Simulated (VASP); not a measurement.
Wanted: the native input for a VASP 6.6.1 run.

- Task: single point
- Functional: PBE
- Potentials or basis: VASP PAW PBE potentials, release 64 (Al, O)
- Cutoff: 520 eV
- k mesh: 9 × 9 × 4
- Occupations: gaussian, width 0.01 eV
- Spin: no spin polarisation
- Dipole correction: no
- Further INCAR settings: ALGO = Normal; EDIFF = 1e-06; NBANDS = 20

The structure of Al2O3 lies in POSCAR:

```
Al2O3
1.0
    2.8590533586      0.0000000000      0.0000000000
   -1.4295266793      2.4760128393      0.0000000000
    0.0000000000      0.0000000000      7.4542108813
Al O
2 3
Direct
    0.3333333333      0.6666666667      0.1827987277
    0.6666666667      0.3333333333      0.8172012723
    0.0000000000      0.0000000000      0.0000000000
    0.3333333333      0.6666666667      0.7268084417
    0.6666666667      0.3333333333      0.2731915583
```

One way to write it, as run:

INCAR

```
SYSTEM = Al2O3
PREC     = Accurate       ! precision mode
ENCUT    = 520            ! plane-wave cutoff, eV
EDIFF    = 1E-6           ! SCF threshold, eV
ISMEAR   = 0              ! smearing method
SIGMA    = 0.01           ! smearing width, eV
LREAL    = .False.        ! projectors in reciprocal space
LASPH    = .True.         ! aspherical terms in the spheres
NELM     = 100            ! most SCF steps
ALGO     = Normal         ! electronic algorithm
ISIF     = 2              ! what is computed and relaxed
LWAVE    = .False.        ! write WAVECAR
LCHARG   = .False.        ! write CHGCAR
GGA      = PE             ! functional
NBANDS   = 20             ! bands
```

KPOINTS

```
Automatic mesh
0
Gamma
  9 9 4
  0 0 0
```

Potentials or basis: VASP PAW PBE potentials, release 64 (Al, O).

The run is started by

```console
$ cat potpaw_PBE.64/Al/POTCAR potpaw_PBE.64/O/POTCAR > POTCAR
$ mpirun -np 1 vasp_std > vasp.out
```

Results of the run:

The pressure is 5.8 GPa, the largest force is 0.340 eV/Å and the band gap on the k mesh is 5.01 eV (least direct gap 5.16 eV).

Caveat: the cell stands under pressure.

Run time: 50 s on 1 thread of Intel Xeon 8259CL (shared host), peak memory 0.19 GiB.
